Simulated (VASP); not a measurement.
Wanted: the native input for a VASP 6.6.1 run.

```yaml
Task: single point
Functional: PBEsol
Potentials_or_basis: VASP PAW PBE potentials, release 64 (Mn_pv, O)
Cutoff: 520 eV
k_mesh: 9 × 9 × 3
Occupations: fermi-dirac, width 0.05 eV
Spin: collinear spin, ferromagnetic start
Starting_moments: "[8.0, 8.0, 0.0, 0.0, 0.0, 0.0] μB"
Fixed_moment: 16 μB
Dipole_correction: no
Further_INCAR_settings: ALGO = Normal; EDIFF = 1e-06; NBANDS = 38
```

The structure of MnO2 lies in POSCAR:

```
MnO2
1.0
    2.8549554371      0.0000000000      0.0000000000
   -1.4274777185      2.4724639352      0.0000000000
    0.0000000000      0.0000000000     10.2217427273
Mn O
2 4
Direct
    0.0000000000      0.0000000000      0.5000000000
    0.0000000000      0.0000000000      0.0000000000
    0.6666666667      0.3333333333      0.4068564500
    0.6666666667      0.3333333333      0.0931435500
    0.3333333333      0.6666666667      0.5931435500
    0.3333333333      0.6666666667      0.9068564500
```

The input as run:

INCAR

```
  ALGO = Normal
  EDIFF = 1E-6
  ENCUT = 520
  GGA = PS
  ISIF = 2
  ISMEAR = -1
  ISPIN = 2
  LASPH = True
  LCHARG = False
  LMAXMIX = 4
  LORBIT = 11
  LREAL = False
  LWAVE = False
  MAGMOM = 8 8 0 0 0 0
  NBANDS = 38
  NELM = 150
  NUPDOWN = 16.0
  PREC = Accurate
  SIGMA = 0.05
```

KPOINTS

```
k-points
0
Gamma
  9 9 3
```

Potentials or basis: VASP PAW PBE potentials, release 64 (Mn_pv, O).

Command:

```sh
$ cat potpaw_PBE.64/Mn_pv/POTCAR potpaw_PBE.64/O/POTCAR > POTCAR
$ mpirun -np 1 vasp_std > vasp.out
```

It gave:

| Property | Result |
| --- | --- |
| Pressure | 81.9 GPa |
| Largest force | 4.240 eV/Å |
| Net moment | 16.00 μB per cell |
| Site moments | Mn +4.47; O +1.25 μB |
| Valence electrons inside the program's atomic spheres | Mn 12.04; O 4.83 |

Caveat: the stress differs along the axes, from 43 to 101 GPa; the PAW data sets were made with another functional, which shifts forces and pressure a little; the total moment is fixed, so each spin has its own Fermi level and the state may be an excited one; the run started ferromagnetic, and an antiferromagnetic order may lie lower in energy.

Run time: 2.4 min on 1 thread of Intel(R) Xeon(R) Platinum 8488C (Sapphire Rapids), with other jobs on the host, peak memory 0.28 GiB.
